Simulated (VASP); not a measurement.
A run of VASP 6.6.1 is set up as follows.

INCAR

```
SYSTEM = Zr
PREC     = Accurate       ! precision mode
ENCUT    = 520            ! plane-wave cutoff, eV
EDIFF    = 1E-7           ! SCF threshold, eV
ISMEAR   = -1             ! smearing method
SIGMA    = 0.1            ! smearing width, eV
LREAL    = .FALSE.        ! projectors in reciprocal space
LASPH    = .TRUE.         ! aspherical terms in the spheres
NELM     = 80             ! most SCF steps
ALGO     = Normal         ! electronic algorithm
ISIF     = 2              ! what is computed and relaxed
LWAVE    = .FALSE.        ! write WAVECAR
LCHARG   = .TRUE.         ! write CHGCAR
GGA      = CA             ! functional
LELF     = .TRUE.         ! ELF
LVHAR    = .TRUE.       
NBANDS   = 19             ! bands
```

File KPOINTS:

```
Automatic mesh
0
G
  14 14 8
  0 0 0
```

POSCAR

```
Zr
1.0
    2.5551421307      0.0000000000      0.0000000000
   -1.2775710654      2.2128179955      0.0000000000
    0.0000000000      0.0000000000      4.6254195849
Zr
2
Direct
    0.3333333333      0.6666666667      0.2500000000
    0.6666666667      0.3333333333      0.7500000000
```

Potentials or basis: VASP PAW LDA potentials, release 64 (Zr_sv).

Launch:

```console
$ cat potpaw_LDA.64/Zr_sv/POTCAR > POTCAR
$ mpirun -np 1 vasp_std > vasp.out
```

Task: What does it give for the pressure?

Result: 119.0 GPa.

Task: Estimate the band gap on the k mesh.

Result: Zero (band 12 reaches 17.85 eV, above the bottom of band 13 at 16.24 eV).

Stress tensor (GPa, compression positive):
```
119.10   0.00   0.00
  0.00 119.10   0.00
  0.00   0.00 118.93
```
